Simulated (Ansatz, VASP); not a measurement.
**Cs in VASP and in Ansatz**

```
Cs
1.0
     5.38548    0.00000    0.00000
    -2.69274    4.66396    0.00000
     0.00000    0.00000    8.79448
Cs
2
Direct
  0.33333 0.66667 0.25000
  0.66667 0.33333 0.75000
```

Alike in both runs: functional PBEsol; k mesh 7 × 7 × 4; occupations fermi-dirac, width 0.1 eV; no spin polarisation.

Ansatz relaxed the structure, and its values are those at the end. VASP's run is a single point on that final structure, the one shown.

```csv
,VASP,Ansatz
version,VASP 6.6.1,Ansatz 0.2.0
potentials or method,"VASP PAW PBE potentials, release 64 (Cs_sv), cutoff 520 eV","plane waves (420 eV) with PAW, scalar-relativistic"
valence electrons in the cell,18,18
```

```tsv
	VASP	Ansatz	Ansatz less VASP
pressure (GPa)	0.0	0.0	+0.01
```

VASP's potentials were made for PBE, not for PBEsol, and Ansatz warns of the same on its side.

Neither program's run includes spin-orbit coupling.
